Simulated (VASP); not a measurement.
Wanted: the native input for a VASP 6.6.1 run.

```
Task                   : single point
Functional             : PBE
Potentials or basis    : VASP PAW PBE potentials, release 64 (W_sv)
Cutoff                 : 500 eV
k mesh                 : 4 × 4 × 4
Occupations            : fermi-dirac, width 0.1 eV
Spin                   : no spin polarisation
Dipole correction      : no
Further INCAR settings : ALGO = Normal; EDIFF = 1e-06; NBANDS = 13
```

The structure of W lies in POSCAR:

```
W
1.0
   -1.5825000000      1.5825000000      1.5825000000
    1.5825000000     -1.5825000000      1.5825000000
    1.5825000000      1.5825000000     -1.5825000000
W
1
Direct
    0.0000000000      0.0000000000      0.0000000000
```

These files were run (other wordings do the same):

INCAR

```
SYSTEM = W
ALGO     = Normal         ! electronic algorithm
EDIFF    = 1E-6           ! SCF threshold, eV
ENCUT    = 500            ! plane-wave cutoff, eV
GGA      = PE             ! functional
GGA_COMPAT= .False.      
ISIF     = 2              ! what is computed and relaxed
ISMEAR   = -1             ! smearing method
LASPH    = .True.         ! aspherical terms in the spheres
LCHARG   = .False.        ! write CHGCAR
LREAL    = .False.        ! projectors in reciprocal space
LWAVE    = .False.        ! write WAVECAR
NBANDS   = 13             ! bands
NELM     = 120            ! most SCF steps
PREC     = Accurate       ! precision mode
SIGMA    = 0.1            ! smearing width, eV
```

KPOINTS

```
k-points
0
Gamma
  4 4 4
  0 0 0
```

Potentials or basis: VASP PAW PBE potentials, release 64 (W_sv).

Launch:

```console
$ cat potpaw_PBE.64/W_sv/POTCAR > POTCAR
$ mpirun -np 1 vasp_std > vasp.out
```

Results of the run:

```
Pressure               : 5.2 GPa
Band gap on the k mesh : zero (band 7 reaches 16.70 eV, above the bottom of band 8 at 10.28 eV)
```

Caveat: the k points lie up to 0.70 Å⁻¹ apart; spin-orbit coupling is left out, which moves the levels of the heavy elements.

Wall time 3.7 s on 1 thread of Intel(R) Xeon(R) Platinum 8259CL CPU @ 2.50GHz (Skylake/Cascade Lake) (shared host), peak memory 0.12 GiB.
